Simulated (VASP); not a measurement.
# AlN (P6_3mc) in VASP: a series of runs

AlN is run at these levels: LDA, PBEsol; tasks: single point.

All numbers are computed with VASP 6.6.1; they aren't measurements. Logs are shortened: lines on timing, memory, paths and dates and some standing lists are left out, and cuts for length are marked.

## (1) The cell of the first run

Symmetry: P6_3mc, No. 186, hexagonal system. The conventional cell has a = 3.154 Å, b = 3.154 Å, c = 5.047 Å, α = 90.00°, β = 90.00°, γ = 120.00°. Within 2.5 Å of Al (site symmetry 3m) lie 4 N at 1.92 Å. N (site symmetry 3m) has 4 Al at 1.92 Å within 2.5 Å.

## (2) Single point, LDA (volume scaled by 1.04)

File INCAR:

```
SYSTEM = AlN
ALGO = Normal
EDIFF = 1E-7
ENCUT = 520
ISIF = 2
ISMEAR = -1
LASPH = .True.
LCHARG = .True.
LELF = .True.
LREAL = .False.
LVHAR = .True.
LWAVE = .False.
NBANDS = 16
NELM = 60
PREC = Accurate
SIGMA = 0.05
```

File KPOINTS:

```
k-points
0
Gamma
  10 10 6
  0 0 0
```

File POSCAR:

```
AlN
1.0
    3.1539652241      0.0000000000      0.0000000000
   -1.5769826120      2.7314140067      0.0000000000
    0.0000000000      0.0000000000      5.0465469904
Al N
2 2
Direct
    0.6666666667      0.3333333333      0.5000000000
    0.3333333333      0.6666666667      0.0000000000
    0.6666666667      0.3333333333      0.8800000000
    0.3333333333      0.6666666667      0.3800000000
```

Potentials or basis: VASP PAW LDA potentials, release 64 (Al, N).

On the command line:

```bash
cat potpaw_LDA.64/Al/POTCAR potpaw_LDA.64/N/POTCAR > POTCAR
mpirun -np 1 vasp_std > vasp.out
```

OUTCAR:

```text
SYSTEM = AlN
   EDIFF = 1E-7
   ENCUT = 520
   ISIF = 2
   ISMEAR = -1
   LASPH = .True.
   LREAL = .False.
   NELM = 60
   PREC = Accurate

 ion  position               nearest neighbor table
   1  0.667  0.333  0.500-   3 1.92   4 1.92   4 1.92   4 1.92   2 3.11   2 3.11   2 3.11   2 3.11
                             2 3.11   2 3.11
   2  0.333  0.667  0.000-   4 1.92   3 1.92   3 1.92   3 1.92   1 3.11   1 3.11   1 3.11   1 3.11
                             1 3.11   1 3.11
   3  0.667  0.333  0.880-   1 1.92   2 1.92   2 1.92   2 1.92
   4  0.333  0.667  0.380-   2 1.92   1 1.92   1 1.92   1 1.92

  LATTYP: Found a hexagonal cell.
 ALAT       =     3.1539652241
 C/A-ratio  =     1.6000642467

  Lattice vectors:

 A1 = (   3.1539652241,   0.0000000000,   0.0000000000)
 A2 = (  -1.5769826120,   2.7314140067,   0.0000000000)
 A3 = (   0.0000000000,   0.0000000000,   5.0465469904)

Analysis of symmetry for initial positions (statically):
=====================================================================
 Subroutine PRICEL returns:
 Original cell was already a primitive cell.

 Routine SETGRP: Setting up the symmetry group for a
 hexagonal supercell.

 Subroutine GETGRP returns: Found 12 space group operations
 (whereof  6 operations were pure point group operations)
 out of a pool of 24 trial point group operations.

The static configuration has the point symmetry C_3v.
 The point group associated with its full space group is C_6v.

Analysis of symmetry for dynamics (positions and initial velocities):
=====================================================================
 Subroutine PRICEL returns:
 Original cell was already a primitive cell.

 Routine SETGRP: Setting up the symmetry group for a
 hexagonal supercell.

 Subroutine GETGRP returns: Found 12 space group operations
 (whereof  6 operations were pure point group operations)
 out of a pool of 24 trial point group operations.

The dynamic configuration has the point symmetry C_3v.
 The point group associated with its full space group is C_6v.

 Subroutine INISYM returns: Found 12 space group operations
 (whereof  6 operations are pure point group operations),
 and found     1 'primitive' translations

----------------------------------------------------------------------------------------

                                     Primitive cell

  volume of cell :      43.4749

  direct lattice vectors                    reciprocal lattice vectors
     3.153965224  0.000000000  0.000000000     0.317061200  0.183055369  0.000000000
    -1.576982612  2.731414007  0.000000000     0.000000000  0.366110739  0.000000000
     0.000000000  0.000000000  5.046546990     0.000000000  0.000000000  0.198155293

  length of vectors
     3.153965224  3.153965224  5.046546990     0.366110739  0.366110739  0.198155293

  position of ions in fractional coordinates (direct lattice)
     0.666666667  0.333333333  0.500000000
     0.333333333  0.666666667  0.000000000
     0.666666667  0.333333333  0.880000000
     0.333333333  0.666666667  0.380000000

  ion indices of the primitive-cell ions
   primitive index   ion index
                 1           1
                 2           2
                 3           3
                 4           4

----------------------------------------------------------------------------------------

 KPOINTS: k-points

Automatic generation of k-mesh.
 Grid dimensions read from file:
 generate k-points for:   10   10    6

 Generating k-lattice:

  Cartesian coordinates                     Fractional coordinates (reciprocal lattice)
     0.031706120  0.018305537  0.000000000     0.100000000  0.000000000  0.000000000
     0.000000000  0.036611074  0.000000000     0.000000000  0.100000000  0.000000000
     0.000000000  0.000000000  0.033025882     0.000000000  0.000000000  0.166666667

  Length of vectors
     0.036611074  0.036611074  0.033025882

  Shift w.r.t. Gamma in fractional coordinates (k-lattice)
     0.000000000  0.000000000  0.000000000

 Subroutine IBZKPT returns following result:
 ===========================================

 Found     56 irreducible k-points:

 Following reciprocal coordinates:
            Coordinates               Weight
  0.000000  0.000000  0.000000      1.000000
  0.100000  0.000000  0.000000      6.000000
  0.200000  0.000000  0.000000      6.000000
  0.300000  0.000000  0.000000      6.000000
  0.400000  0.000000  0.000000      6.000000
  0.500000  0.000000  0.000000      3.000000
[... 16 lines left out ...]
  0.300000  0.100000  0.166667     24.000000
  0.400000  0.100000  0.166667     24.000000
 [... further k-points ...]
   k-points           NKPTS =     56   k-points in BZ     NKDIM =     56   number of bands    NBANDS=     16
   number of dos      NEDOS =    301   number of ions     NIONS =      4
   total plane-waves  NPLWV =  23040
   dimension x,y,z NGX =    24 NGY =   24 NGZ =   40
   dimension x,y,z NGXF=    48 NGYF=   48 NGZF=   80
   ions per type =               2   2
   NGX,Y,Z   is equivalent  to a cutoff of  12.65, 12.65, 13.18 a.u.
   NGXF,Y,Z  is equivalent  to a cutoff of  25.30, 25.30, 26.35 a.u.
 SYSTEM =  AlN
   PREC   = accura    normal or accurate (medium, high low for compatibility)
   ISTART =      0    job   : 0-new  1-cont  2-samecut
   ICHARG =      2    charge: 1-file 2-atom 10-const
   ISPIN  =      1    spin polarized calculation?
   LNONCOLLINEAR =      F non collinear calculations
   LSORBIT =      F    spin-orbit coupling
   LASPH  =      T    aspherical Exc in radial PAW
   ENCUT  =  520.0 eV  38.22 Ry    6.18 a.u.   5.86  5.86  9.38*2*pi/ulx,y,z
   NELM   =     60;   NELMIN=  2; NELMDL= -5     # of ELM steps
   EDIFF  = 0.1E-06   stopping-criterion for ELM
   LREAL  =      F    real-space projection
   EDIFFG = 0.1E-05   stopping-criterion for IOM
   NSW    =      0    number of steps for IOM
   IBRION =     -1    ionic relax: 0-MD 1-quasi-New 2-CG
   NFREE  =      0    steps in history (QN), initial steepest desc. (CG)
   ISIF   =      2    stress and relaxation
   ISYM   =      2    0-nonsym 1-usesym 2-fastsym
   POTIM  = 0.5000    time-step for ionic-motion
   TEBEG  =    0.0;   TEEND  =   0.0 temperature during run
   PSTRESS=    0.0 pullay stress
   NELECT =      16.0000    total number of electrons
   NUPDOWN=      -1.0000    fix difference up-down
   EMIN   =  10.00;   EMAX   =-10.00  energy-range for DOS
   EFERMI =   0.00;   METHOD = LEGACY
   ISMEAR =    -1;   SIGMA  =   0.05  broadening in eV -4-tet -1-fermi 0-gaus
   EFERMI_NEDOS =   21; number of points for ismear=-14 and -15
   IALGO  =     38    algorithm
   IMIX   =      4    mixing-type and parameters
     AMIX     =   0.40;   BMIX     =  1.00
     AMIX_MAG =   1.60;   BMIX_MAG =  1.00
  volume/ion in A,a.u.               =      10.87        73.35
  Fermi-wavevector in a.u.,A,eV,Ry     =   1.173191  2.217009 18.726735  1.376376
  Thomas-Fermi vector in A             =   2.309608
   LORBIT       =      0    0 simple, 1 ext, 2 COOP (PROOUT), +10 PAW based schemes
   GGA     = CA    functional components
   LHFCALC =     F    Hartree Fock is set to
   AEXX    =    0.0000 exact exchange contribution
   IVDW    =     0    specifies the selected vdW correction
   LEPSILON=     F    determine dielectric tensor
   LRPA    =     F    only Hartree local field effects (RPA)
 non-spin polarized calculation
  energy-cutoff  :      520.00
  volume of cell :       43.47
 maximum number of plane-waves:      1194
 NGX is ok and might be reduce to    24
   NGX = 11   NGY = 11   NGZ = 19

 number of electron      16.0000004 magnetization

 Free energy of the ion-electron system (eV)
  ---------------------------------------------------
  ext. energy  EPLUGINS =         0.00000000
  ---------------------------------------------------
  free energy    TOTEN  =       -32.74971981 eV

  energy without entropy =      -32.74971981  energy(sigma->0) =      -32.74971981

 E-fermi :   6.4500     XC(G=0): -11.0722

 val. band max:        5.4852591555   @ k =   0.0000   0.0000   0.0000
 cond. band min:       9.3886725743   @ k =   0.0000   0.0000   0.0000
 fundamental gap:      3.9034134188
 Fermi energy:         6.4500259302

 k-point     1 :       0.0000    0.0000    0.0000
  band No.  band energies     occupation
      1      -9.2803      2.00000
      2      -7.1789      2.00000
      3      -0.3679      2.00000
      4       4.6678      2.00000
      5       4.6678      2.00000
      6       5.3154      2.00000
[... 8 lines left out ...]
     15      18.0644      0.00000
     16      18.0644      0.00000

 k-point     2 :       0.1000    0.0000    0.0000
  band No.  band energies     occupation
      1      -9.1562      2.00000
      2      -7.1090      2.00000
      3      -0.2208      2.00000
      4       4.0920      2.00000
      5       4.5075      2.00000
      6       4.7456      2.00000
[... 8 lines left out ...]
     15      18.0460      0.00000
     16      18.1366      0.00000

 k-point     3 :       0.2000    0.0000    0.0000
  band No.  band energies     occupation
      1      -8.8003      2.00000
      2      -6.9266      2.00000
      3       0.2090      2.00000
      4       2.8054      2.00000
      5       3.6508      2.00000
      6       4.1583      2.00000
[... 8 lines left out ...]
     15      17.1732      0.00000
     16      17.8281      0.00000

 k-point     4 :       0.3000    0.0000    0.0000
  band No.  band energies     occupation
      1      -8.2676      2.00000
      2      -6.7206      2.00000
      3       0.8766      2.00000
      4       1.4811      2.00000
      5       2.5567      2.00000
      6       3.8021      2.00000
[... 8 lines left out ...]
     15      16.9890      0.00000
     16      18.8968      0.00000
[... 324 lines left out ...]
 k-point    22 :       0.2000    0.1000    0.1667
  band No.  band energies     occupation
      1      -8.3792      2.00000
      2      -6.9309      2.00000
      3       0.7304      2.00000
      4       2.2694      2.00000
      5       2.7101      2.00000
      6       3.8822      2.00000
[... 8 lines left out ...]
     15      17.3343      0.00000
     16      18.6711      0.00000

 k-point    23 :       0.3000    0.1000    0.1667
  band No.  band energies     occupation
      1      -7.8251      2.00000
      2      -6.7302      2.00000
      3       0.6895      2.00000
      4       1.5229      2.00000
      5       2.2564      2.00000
      6       3.4188      2.00000
[... 8 lines left out ...]
     15      17.3419      0.00000
     16      19.2970      0.00000

 k-point    24 :       0.4000    0.1000    0.1667
  band No.  band energies     occupation
      1      -7.3427      2.00000
      2      -6.6916      2.00000
      3       0.2015      2.00000
      4       1.1806      2.00000
      5       2.4916      2.00000
      6       3.2532      2.00000
[... 8 lines left out ...]
     15      17.6418      0.00000
     16      19.7381      0.00000

 [... further k-points ...]

------------------------ aborting loop because EDIFF is reached ----------------------------------------

  FORCE on cell =-STRESS in cart. coord.  units (eV):
  Direction    XX          YY          ZZ          XY          YZ          ZX
  --------------------------------------------------------------------------------------
  -------------------------------------------------------------------------------------
  Total       -3.2066902     -3.2066902     -2.6943094     -0.0000000      0.0000000      0.0000000
  in kB     -118.1758768   -118.1758768    -99.2931532     -0.0000000      0.0000000      0.0000000
  external PRESSURE =    -111.8816356 kB  Pullay stress =       0.0000000 kB

 VOLUME and BASIS-vectors are now :
 -----------------------------------------------------------------------------
  energy-cutoff  :      520.00
  volume of cell :       43.47
      direct lattice vectors                 reciprocal lattice vectors
     3.153965224  0.000000000  0.000000000     0.317061200  0.183055369  0.000000000
    -1.576982612  2.731414007  0.000000000     0.000000000  0.366110739  0.000000000
     0.000000000  0.000000000  5.046546990     0.000000000  0.000000000  0.198155293

 POSITION                                       TOTAL-FORCE (eV/Angst)
 -----------------------------------------------------------------------------------
      1.57698      0.91047      2.52327        -0.000000      0.000000     -0.091374
     -0.00000      1.82094      0.00000         0.000000     -0.000000     -0.091374
      1.57698      0.91047      4.44096        -0.000000      0.000000      0.091374
     -0.00000      1.82094      1.91769         0.000000     -0.000000      0.091374
 -----------------------------------------------------------------------------------
    total drift:                               -0.000000      0.000000      0.000374

  FREE ENERGIE OF THE ION-ELECTRON SYSTEM (eV)
  ---------------------------------------------------
  free  energy   TOTEN  =       -32.7497198130 eV

  energy  without entropy=      -32.7497198129  energy(sigma->0) =      -32.74971981
```

Run time: 12 s. Hardware: 1 thread of Intel Xeon 6975P-C (Granite Rapids), shared host; peak memory 0.15 GiB.

What came out:

```yaml
Free_energy: -32.7497 eV
Pressure: -11.2 GPa
Largest_force: 0.091 eV/Å
Band_gap_on_the_k_mesh: 3.90 eV, direct
```

Forces in eV/Å, atoms in the order of the input:
```
Al   0.000  0.000 -0.091
Al   0.000  0.000 -0.091
N    0.000  0.000  0.091
N    0.000  0.000  0.091
```

## (3) Single point, PBEsol (volume scaled by 1.04)

File INCAR:

```
SYSTEM = AlN
PREC = Accurate
ENCUT = 520
EDIFF = 1E-7
ISMEAR = -1
SIGMA = 0.05
LREAL = .False.
LASPH = .True.
NELM = 60
ALGO = Normal
ISIF = 2
LWAVE = .False.
LCHARG = .False.
GGA = PS
NBANDS = 16
```

File KPOINTS:

```
regular mesh
0
Gamma
  10 10 6
  0 0 0
```

POSCAR is that of step 2.

Potentials or basis: VASP PAW PBE potentials, release 64 (Al, N).

On the command line:

```bash
cat potpaw_PBE.64/Al/POTCAR potpaw_PBE.64/N/POTCAR > POTCAR
mpirun -np 1 vasp_std > vasp.out
```

It took 12 s on 1 thread of Intel Xeon 6975P-C (Granite Rapids), shared host; peak memory 0.17 GiB.

It converged, with:

| Item | Value |
| --- | --- |
| Free energy | -31.2745 eV |
| Pressure | -7.2 GPa |
| Largest force | 0.104 eV/Å |
| Band gap on the k mesh | 3.81 eV, direct |

Forces in eV/Å, atoms in the order of the input:
```
Al   0.000  0.000 -0.104
Al   0.000  0.000 -0.104
N    0.000  0.000  0.104
N    0.000  0.000  0.104
```

Stress tensor (GPa, compression positive):
```
-7.73  0.00  0.00
 0.00 -7.73  0.00
 0.00  0.00 -6.03
```

Levels at points of the mesh, in eV from the valence-band top:
```
           k point  band 6  band 7  band 8  band 9  band 10  band 11
(0.00, 0.00, 0.00)   -0.17   -0.17    0.00    3.81     6.24    10.20
(0.50, 0.00, 0.00)   -2.02   -1.74   -0.65    5.56     5.61     7.78
(0.00, 0.00, 0.50)   -0.50   -0.50   -0.50    6.06     6.06     9.92
(0.50, 0.00, 0.50)   -1.41   -1.33   -1.33    5.07     5.07     8.93
```

Caveat: the PAW data sets were made with another functional, which shifts forces and pressure a little.
